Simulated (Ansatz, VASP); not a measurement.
## One calculation of C, two programs

INCAR

```
SYSTEM = C
PREC = Accurate ; ENCUT = 520
EDIFF = 1E-6 ; ISMEAR = -1
SIGMA = 0.1 ; LREAL = .FALSE.
LASPH = .TRUE. ; NELM = 80
ALGO = Normal ; ISIF = 2
LWAVE = .FALSE. ; LCHARG = .FALSE.
GGA = PE ; NBANDS = 11
```

KPOINTS

```
Automatic mesh
0
G
  21 21 21
  0 0 0
```

POSCAR

```
C
1.0
   -1.2627448256      1.2627448256      1.7857495558
    1.2627448256     -1.2627448256      1.7857495558
    1.2627448256      1.2627448256     -1.7857495558
C
2
Direct
   -0.3750000000     -0.1250000000     -0.2500000000
    0.3750000000      0.1250000000      0.2500000000
```

Input for Ansatz:

```yaml
crystal:
  lattice:
    - [-1.2627448256, 1.2627448256, 1.7857495558]
    - [1.2627448256, -1.2627448256, 1.7857495558]
    - [1.2627448256, 1.2627448256, -1.7857495558]
  atoms:
    - { symbol: C, position: [-0.375, -0.125, -0.25] }
    - { symbol: C, position: [0.375, 0.125, 0.25] }
kpoints:
  mp_grid: { grid: [21, 21, 21] }
  band_path:
    path:
      - [0.0, 0.0, 0.0]
      - [0.0, 0.0, 0.5]
      - [0.25, 0.25, 0.25]
      - [0.0, 0.5, 0.0]
      - [0.0, 0.0, 0.0]
      - [0.5, 0.5, -0.5]
      - [0.3750057823, 0.6249942177, -0.3750057823]
      - [-0.3750057823, 0.3750057823, 0.3750057823]
      - [0.0, 0.0, 0.0]
    npoints: 8
scf:
  occupations: { method: fermi_dirac, width: 0.1 }
hamiltonian:
  xc: pbe
  pseudopotentials: { kind: paw }
output:
  forces: true
  stress: true
  eigenvalues: true
  populations: true
  dos: { projected: true, de: 0.2, e_range: [-14, 8] }
```

Change from the starting cell: volume scaled by 1, PAW files.

Alike in both runs: task single point; functional PBE; k mesh 21 × 21 × 21; occupations fermi-dirac, width 0.1 eV; no spin polarisation.

|  | VASP | Ansatz |
| --- | --- | --- |
| version | VASP 6.6.1 | Ansatz 0.2.0 |
| potentials or method | VASP PAW PBE potentials, release 64 (C) | PAW with Ansatz's default frozen-core files, scalar-relativistic |
| plane-wave cutoff (eV) | 520 | 420 |
| valence electrons in the cell | 8 | 8 |

|  | VASP | Ansatz | Ansatz less VASP |
| --- | --- | --- | --- |
| gap on the k mesh at the Fermi level (eV) | 4.13 | 4.14 | +0.008 |
| pressure (GPa) | 0.7 | 0.0 | -0.66 |

With one functional, cell and mesh, what is left measures potentials, basis and numerics. Ansatz's warnings: near symmetry operations not taken.
